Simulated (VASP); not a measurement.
# Al2Ru (Fddd) in VASP: notebook

The runs below take Al2Ru through single point, with PBEsol.

Everything below comes from runs of VASP 6.6.1. Logs are shortened: lines on timing, memory, paths and dates and some standing lists are left out, and cuts for length are marked.

**1. The cell of the first run**

It takes space group Fddd (No. 70, orthorhombic). Conventional cell: a = 4.705 Å, b = 7.980 Å, c = 8.783 Å, α = 90.00°, β = 90.00°, γ = 90.00°. Within 3.4 Å of Al (site symmetry 2) lie 5 Ru at 2.57 to 2.72 Å and 9 Al at 2.60 to 3.19 Å. Within 3.4 Å of Ru (site symmetry 222) lie 10 Al at 2.57 to 2.72 Å and 4 Ru at 3.19 Å.

**2. Single point, PBEsol**

The input, INCAR:

```
SYSTEM = Al2Ru
ALGO     = Normal         ! electronic algorithm
EDIFF    = 1E-6           ! SCF threshold, eV
ENCUT    = 520            ! plane-wave cutoff, eV
GGA      = PS             ! functional
ISIF     = 2              ! what is computed and relaxed
ISMEAR   = 0              ! smearing method
LASPH    = .True.         ! aspherical terms in the spheres
LCHARG   = .True.         ! write CHGCAR
LELF     = .True.         ! ELF
LREAL    = .False.        ! projectors in reciprocal space
LVHAR    = .True.       
LWAVE    = .False.        ! write WAVECAR
NBANDS   = 29             ! bands
NELM     = 100            ! most SCF steps
PREC     = Accurate       ! precision mode
SIGMA    = 0.01           ! smearing width, eV
```

The input, KPOINTS:

```
k-points
0
Gamma
  1 1 1
  0 0 0
```

The input, POSCAR:

```
Al2Ru
1.0
    0.0000000000      3.9898374997      4.3915250777
    2.3524746913      0.0000000000      4.3915250777
    2.3524746913      3.9898374997      0.0000000000
Al Ru
4 2
Direct
    0.0790610300      0.4209389700      0.0790610300
    0.4209389700      0.0790610300      0.4209389700
    0.1709389700      0.8290610300      0.1709389700
    0.8290610300      0.1709389700      0.8290610300
    0.7500000000      0.7500000000      0.7500000000
    0.5000000000      0.5000000000      0.5000000000
```

Potentials or basis: VASP PAW PBE potentials, release 64 (Al, Ru_pv).

Command:

```bash
$ cat potpaw_PBE.64/Al/POTCAR potpaw_PBE.64/Ru_pv/POTCAR > POTCAR
$ mpirun -np 1 vasp_gam > vasp.out
```

OUTCAR:

```text
SYSTEM = Al2Ru
   EDIFF = 1E-6
   ENCUT = 520
   GGA = PS
   ISIF = 2
   ISMEAR = 0
   LASPH = .True.
   LREAL = .False.
   NELM = 100
   PREC = Accurate

 ion  position               nearest neighbor table
   1  0.079  0.421  0.079-   6 2.57   6 2.57   3 2.60   3 2.60   5 2.63   2 2.67   2 2.67   5 2.72
                             5 2.72   2 2.73   4 3.19   4 3.19   4 3.19   4 3.19
   2  0.421  0.079  0.421-   6 2.57   6 2.57   4 2.60   4 2.60   5 2.63   1 2.67   1 2.67   5 2.72
                             5 2.72   1 2.73   3 3.19   3 3.19   3 3.19   3 3.19
   3  0.171  0.829  0.171-   5 2.57   5 2.57   1 2.60   1 2.60   6 2.63   4 2.67   4 2.67   6 2.72
                             6 2.72   4 2.73   2 3.19   2 3.19   2 3.19   2 3.19
   4  0.829  0.171  0.829-   5 2.57   5 2.57   2 2.60   2 2.60   6 2.63   3 2.67   3 2.67   6 2.72
                             6 2.72   3 2.73   1 3.19   1 3.19   1 3.19   1 3.19
   5  0.750  0.750  0.750-   4 2.57   3 2.57   4 2.57   3 2.57   1 2.63   2 2.63   2 2.72   2 2.72
                             1 2.72   1 2.72   6 3.19   6 3.19   6 3.19   6 3.19
   6  0.500  0.500  0.500-   1 2.57   2 2.57   1 2.57   2 2.57   3 2.63   4 2.63   3 2.72   3 2.72
                             4 2.72   4 2.72   5 3.19   5 3.19   5 3.19   5 3.19

  LATTYP: Found a face centered orthorhombic cell.
 ALAT       =     4.7049493826
 B/A-ratio  =     1.6960171833
 C/A-ratio  =     1.8667682564

  Lattice vectors:

 A1 = (   0.0000000000,   3.9898374997,   4.3915250777)
 A2 = (   2.3524746913,   0.0000000000,   4.3915250777)
 A3 = (   2.3524746913,   3.9898374997,   0.0000000000)

Analysis of symmetry for initial positions (statically):
=====================================================================
 Subroutine PRICEL returns:
 Original cell was already a primitive cell.

 Routine SETGRP: Setting up the symmetry group for a
 face centered orthorhombic supercell.

 Subroutine GETGRP returns: Found  8 space group operations
 (whereof  4 operations were pure point group operations)
 out of a pool of  8 trial point group operations.

The static configuration has the point symmetry D_2 .
 The point group associated with its full space group is D_2h.

Analysis of symmetry for dynamics (positions and initial velocities):
=====================================================================
 Subroutine PRICEL returns:
 Original cell was already a primitive cell.

 Routine SETGRP: Setting up the symmetry group for a
 face centered orthorhombic supercell.

 Subroutine GETGRP returns: Found  8 space group operations
 (whereof  4 operations were pure point group operations)
 out of a pool of  8 trial point group operations.

The dynamic configuration has the point symmetry D_2 .
 The point group associated with its full space group is D_2h.

 Subroutine INISYM returns: Found  8 space group operations
 (whereof  4 operations are pure point group operations),
 and found     1 'primitive' translations

----------------------------------------------------------------------------------------

                                     Primitive cell

  volume of cell :      82.4376

  direct lattice vectors                    reciprocal lattice vectors
     0.000000000  3.989837500  4.391525078    -0.212542138  0.125318387  0.113855663
     2.352474691  0.000000000  4.391525078     0.212542138 -0.125318387  0.113855663
     2.352474691  3.989837500  0.000000000     0.212542138  0.125318387 -0.113855663

  length of vectors
     5.933320806  4.981930317  4.631731906     0.271738791  0.271738791  0.271738791

  position of ions in fractional coordinates (direct lattice)
     0.079061030  0.420938970  0.079061030
     0.420938970  0.079061030  0.420938970
     0.170938970  0.829061030  0.170938970
     0.829061030  0.170938970  0.829061030
     0.750000000  0.750000000  0.750000000
     0.500000000  0.500000000  0.500000000

  ion indices of the primitive-cell ions
   primitive index   ion index
                 1           1
                 2           2
                 3           3
                 4           4
                 5           5
                 6           6

----------------------------------------------------------------------------------------

 KPOINTS: k-points

Automatic generation of k-mesh.
 Grid dimensions read from file:
 generate k-points for:    1    1    1

 Generating k-lattice:

  Cartesian coordinates                     Fractional coordinates (reciprocal lattice)
    -0.212542138  0.125318387  0.113855663     1.000000000  0.000000000  0.000000000
     0.212542138 -0.125318387  0.113855663     0.000000000  1.000000000  0.000000000
     0.212542138  0.125318387 -0.113855663     0.000000000  0.000000000  1.000000000

  Length of vectors
     0.271738791  0.271738791  0.271738791

  Shift w.r.t. Gamma in fractional coordinates (k-lattice)
     0.000000000  0.000000000  0.000000000

 Subroutine IBZKPT returns following result:
 ===========================================

 Found      1 irreducible k-points:

 Following reciprocal coordinates:
            Coordinates               Weight
  0.000000  0.000000  0.000000      1.000000
   k-points           NKPTS =      1   k-points in BZ     NKDIM =      1   number of bands    NBANDS=     29
   number of dos      NEDOS =    301   number of ions     NIONS =      6
   total plane-waves  NPLWV =  69120
   dimension x,y,z NGX =    48 NGY =   40 NGZ =   36
   dimension x,y,z NGXF=    96 NGYF=   80 NGZF=   72
   ions per type =               4   2
   NGX,Y,Z   is equivalent  to a cutoff of  13.45, 13.35, 12.92 a.u.
   NGXF,Y,Z  is equivalent  to a cutoff of  26.90, 26.70, 25.84 a.u.
 SYSTEM =  Al2Ru
   PREC   = accura    normal or accurate (medium, high low for compatibility)
   ISTART =      0    job   : 0-new  1-cont  2-samecut
   ICHARG =      2    charge: 1-file 2-atom 10-const
   ISPIN  =      1    spin polarized calculation?
   LNONCOLLINEAR =      F non collinear calculations
   LSORBIT =      F    spin-orbit coupling
   LASPH  =      T    aspherical Exc in radial PAW
   ENCUT  =  520.0 eV  38.22 Ry    6.18 a.u.  11.03  9.26  8.61*2*pi/ulx,y,z
   NELM   =    100;   NELMIN=  2; NELMDL= -5     # of ELM steps
   EDIFF  = 0.1E-05   stopping-criterion for ELM
   LREAL  =      F    real-space projection
   EDIFFG = 0.1E-04   stopping-criterion for IOM
   NSW    =      0    number of steps for IOM
   IBRION =     -1    ionic relax: 0-MD 1-quasi-New 2-CG
   NFREE  =      0    steps in history (QN), initial steepest desc. (CG)
   ISIF   =      2    stress and relaxation
   ISYM   =      2    0-nonsym 1-usesym 2-fastsym
   POTIM  = 0.5000    time-step for ionic-motion
   TEBEG  =    0.0;   TEEND  =   0.0 temperature during run
   PSTRESS=    0.0 pullay stress
   NELECT =      40.0000    total number of electrons
   NUPDOWN=      -1.0000    fix difference up-down
   EMIN   =  10.00;   EMAX   =-10.00  energy-range for DOS
   EFERMI =   0.00;   METHOD = LEGACY
   ISMEAR =     0;   SIGMA  =   0.01  broadening in eV -4-tet -1-fermi 0-gaus
   EFERMI_NEDOS =   21; number of points for ismear=-14 and -15
   IALGO  =     38    algorithm
   IMIX   =      4    mixing-type and parameters
     AMIX     =   0.40;   BMIX     =  1.00
     AMIX_MAG =   1.60;   BMIX_MAG =  1.00
  volume/ion in A,a.u.               =      13.74        92.72
  Fermi-wavevector in a.u.,A,eV,Ry     =   1.286430  2.431001 22.516327  1.654903
  Thomas-Fermi vector in A             =   2.418505
   LORBIT       =      0    0 simple, 1 ext, 2 COOP (PROOUT), +10 PAW based schemes
   GGA     = PS    functional components
   LHFCALC =     F    Hartree Fock is set to
   AEXX    =    0.0000 exact exchange contribution
   IVDW    =     0    specifies the selected vdW correction
   LEPSILON=     F    determine dielectric tensor
   LRPA    =     F    only Hartree local field effects (RPA)
 non-spin polarized calculation
 Gauss-broadening in eV      SIGMA  =   0.01
  energy-cutoff  :      520.00
  volume of cell :       82.44
 maximum number of plane-waves:      1106
 NGX is ok and might be reduce to    48
   NGX = 23   NGY = 19   NGZ = 17

 number of electron      40.0000001 magnetization

 Free energy of the ion-electron system (eV)
  ---------------------------------------------------
  ext. energy  EPLUGINS =         0.00000000
  ---------------------------------------------------
  free energy    TOTEN  =       -34.25966193 eV

  energy without entropy =      -34.25966193  energy(sigma->0) =      -34.25966193

 E-fermi :  10.9071     XC(G=0): -12.0188

 val. band max:       10.8327283048   @ k =   0.0000   0.0000   0.0000
 cond. band min:      11.9276065659   @ k =   0.0000   0.0000   0.0000
 fundamental gap:      1.0948782611
 Fermi energy:        10.9070746352

 k-point     1 :       0.0000    0.0000    0.0000
  band No.  band energies     occupation
      1     -33.1568      2.00000
      2     -33.1460      2.00000
      3     -32.8649      2.00000
      4     -32.8003      2.00000
      5     -32.7621      2.00000
      6     -32.6790      2.00000
[... 21 lines left out ...]
     28      14.1083      0.00000
     29      14.9873      0.00000

------------------------ aborting loop because EDIFF is reached ----------------------------------------

  FORCE on cell =-STRESS in cart. coord.  units (eV):
  Direction    XX          YY          ZZ          XY          YZ          ZX
  --------------------------------------------------------------------------------------
  -------------------------------------------------------------------------------------
  Total       -2.0618717      9.6589578     -4.6626440      0.0000000      0.0000000      0.0000000
  in kB      -40.0725226    187.7220631    -90.6185918      0.0000000      0.0000000      0.0000000
  external PRESSURE =      19.0103162 kB  Pullay stress =       0.0000000 kB

 VOLUME and BASIS-vectors are now :
 -----------------------------------------------------------------------------
  energy-cutoff  :      520.00
  volume of cell :       82.44
      direct lattice vectors                 reciprocal lattice vectors
     0.000000000  3.989837500  4.391525078    -0.212542138  0.125318387  0.113855663
     2.352474691  0.000000000  4.391525078     0.212542138 -0.125318387  0.113855663
     2.352474691  3.989837500  0.000000000     0.212542138  0.125318387 -0.113855663

 POSITION                                       TOTAL-FORCE (eV/Angst)
 -----------------------------------------------------------------------------------
      1.17624      0.63088      2.19576         0.000000      0.511591     -0.000000
      1.17624      3.35896      2.19576         0.000000     -0.511591     -0.000000
      2.35247      1.36404      4.39153        -0.000000     -0.511591      0.000000
      2.35247      6.61564      4.39153        -0.000000      0.511591      0.000000
      3.52871      5.98476      6.58729         0.000000      0.000000     -0.000000
      2.35247      3.98984      4.39153         0.000000      0.000000     -0.000000
 -----------------------------------------------------------------------------------
    total drift:                               -0.000000     -0.000000     -0.000000

  FREE ENERGIE OF THE ION-ELECTRON SYSTEM (eV)
  ---------------------------------------------------
  free  energy   TOTEN  =       -34.2596619349 eV

  energy  without entropy=      -34.2596619349  energy(sigma->0) =      -34.25966193
```

Wall time 6.1 s (1 thread of AMD EPYC 9R45 (Zen 5), shared host); peak memory 0.19 GiB.

What came out:

* Free energy: -34.2597 eV
* Pressure: 1.9 GPa
* Largest force: 0.512 eV/Å
* Band gap on the k mesh: 1.09 eV

Forces on the atoms (eV/Å):
```
Al   0.000  0.512  0.000
Al   0.000 -0.512  0.000
Al   0.000 -0.512  0.000
Al   0.000  0.512  0.000
Ru   0.000  0.000  0.000
Ru   0.000  0.000  0.000
```

Caveat: the k points lie up to 1.71 Å⁻¹ apart; the PAW data sets were made with another functional, which shifts forces and pressure a little. A k mesh can miss the band edges.

**3. Single point, PBEsol**

The input, INCAR:

```
SYSTEM = Al2Ru
ALGO     = Normal         ! electronic algorithm
EDIFF    = 1E-7           ! SCF threshold, eV
ENCUT    = 520            ! plane-wave cutoff, eV
GGA      = PS             ! functional
ISIF     = 2              ! what is computed and relaxed
ISMEAR   = 0              ! smearing method
LASPH    = .True.         ! aspherical terms in the spheres
LCHARG   = .False.        ! write CHGCAR
LREAL    = .False.        ! projectors in reciprocal space
LWAVE    = .False.        ! write WAVECAR
NBANDS   = 29             ! bands
NELM     = 60             ! most SCF steps
PREC     = Accurate       ! precision mode
SIGMA    = 0.01           ! smearing width, eV
```

The input, KPOINTS:

```
k-points
0
Gamma
  2 2 2
  0 0 0
```

POSCAR is that of step 2.

Potentials or basis: VASP PAW PBE potentials, release 64 (Al, Ru_pv).

Command:

```bash
$ cat potpaw_PBE.64/Al/POTCAR potpaw_PBE.64/Ru_pv/POTCAR > POTCAR
$ mpirun -np 1 vasp_std > vasp.out
```

It took 13 s on 1 thread of AMD EPYC 9R45 (Zen 5), shared host; peak memory 0.2 GiB.

It converged, with:

```yaml
Free_energy: -40.7506 eV
Pressure: 0.2 GPa
Largest_force: 0.018 eV/Å
Band_gap_on_the_k_mesh: 0.31 eV, indirect (least direct gap 1.22 eV)
```

Forces in eV/Å, atoms in the order of the input:
```
Al   0.000 -0.018  0.000
Al   0.000  0.018  0.000
Al   0.000  0.018  0.000
Al   0.000 -0.018  0.000
Ru   0.000  0.000  0.000
Ru   0.000  0.000  0.000
```

Stress tensor (GPa, compression positive):
```
-0.61  0.00  0.00
 0.00  0.43  0.00
 0.00  0.00  0.71
```

Levels at points of the mesh, in eV from the valence-band top:
| k point | band 18 | band 19 | band 20 | band 21 | band 22 | band 23 |
| --- | --- | --- | --- | --- | --- | --- |
| (0.00, 0.00, 0.00) | -1.26 | -1.21 | 0.00 | 1.64 | 2.27 | 2.33 |
| (0.50, 0.00, 0.00) | -2.13 | -1.17 | -0.90 | 0.31 | 0.71 | 1.81 |
| (0.50, 0.50, 0.00) | -1.63 | -1.35 | -1.35 | 2.22 | 2.22 | 2.47 |
| (0.50, 0.00, 0.50) | -2.30 | -1.49 | -1.49 | 1.74 | 1.74 | 2.39 |
| (0.00, 0.50, 0.50) | -2.54 | -1.29 | -1.29 | 0.31 | 0.31 | 4.65 |

Caveat: the k points lie up to 0.85 Å⁻¹ apart; the PAW data sets were made with another functional, which shifts forces and pressure a little.

**4. Single point, PBEsol**

The input, INCAR:

```
  ALGO = Normal
  EDIFF = 1E-6
  ENCUT = 520
  GGA = PS
  ISIF = 2
  ISMEAR = 0
  LASPH = T
  LCHARG = T
  LELF = T
  LREAL = F
  LVHAR = T
  LWAVE = F
  NBANDS = 29
  NELM = 80
  PREC = Accurate
  SIGMA = 0.01
```

The input, KPOINTS:

```
k-points
0
Gamma
  4 4 4
```

POSCAR is that of step 3.

Command:

```bash
$ cat potpaw_PBE.64/Al/POTCAR potpaw_PBE.64/Ru_pv/POTCAR > POTCAR
$ mpirun -np 1 vasp_std > vasp.out
```

Run time: 32 s. Hardware: 1 thread of AMD EPYC 9R45 (Zen 5), shared host; peak memory 0.22 GiB.

Results (log left out):

```
Free energy            : -40.8303 eV
Pressure               : -0.4 GPa
Largest force          : 0.016 eV/Å
Band gap on the k mesh : 0.16 eV, indirect (least direct gap 1.22 eV)
```

Forces on the atoms (eV/Å):
```
Al   0.000 -0.016  0.000
Al   0.000  0.016  0.000
Al   0.000  0.016  0.000
Al   0.000 -0.016  0.000
Ru   0.000  0.000  0.000
Ru   0.000  0.000  0.000
```

Stress tensor (GPa, compression positive):
```
-0.44  0.00  0.00
 0.00 -0.16  0.00
 0.00  0.00 -0.65
```

Levels at points of the mesh, in eV from the valence-band top:
| k point | band 17 | band 18 | band 19 | band 20 | band 21 | band 22 | band 23 | band 24 |
| --- | --- | --- | --- | --- | --- | --- | --- | --- |
| (0.00, 0.00, 0.00) | -2.01 | -1.25 | -1.22 | 0.00 | 1.67 | 2.29 | 2.35 | 2.60 |
| (0.50, 0.00, 0.00) | -2.18 | -2.11 | -1.14 | -0.89 | 0.34 | 0.72 | 1.83 | 3.26 |
| (0.50, 0.50, 0.00) | -1.59 | -1.59 | -1.35 | -1.35 | 2.25 | 2.25 | 2.47 | 2.47 |
| (0.50, 0.00, 0.50) | -2.29 | -2.29 | -1.44 | -1.44 | 1.75 | 1.75 | 2.41 | 2.41 |
| (0.00, 0.50, 0.50) | -2.51 | -2.51 | -1.27 | -1.27 | 0.34 | 0.34 | 4.65 | 4.65 |

Caveat: the k points lie up to 0.43 Å⁻¹ apart; the PAW data sets were made with another functional, which shifts forces and pressure a little.

**5. The runs side by side**

| k mesh | gap on the mesh (eV) | pressure (GPa) | largest force (eV/Å) |
| --- | --- | --- | --- |
| 1 × 1 × 1 | 1.09 | 1.9 | 0.51 |
| 2 × 2 × 2 | 0.31 | 0.2 | 0.02 |
| 4 × 4 × 4 | 0.16 | -0.4 | 0.02 |

Alike in all rows: task single point; level PBEsol; potentials or basis VASP PAW PBE potentials, release 64 (Al, Ru_pv); no spin polarisation; cell as given; cutoff (eV) 520; smearing gaussian 0.01 eV.

Caveats: all runs use coarse meshes; the PAW data sets were made with another functional, which shifts forces and pressure a little.

Total energies depend on the potentials used, so only differences within one code and one set of settings carry meaning.
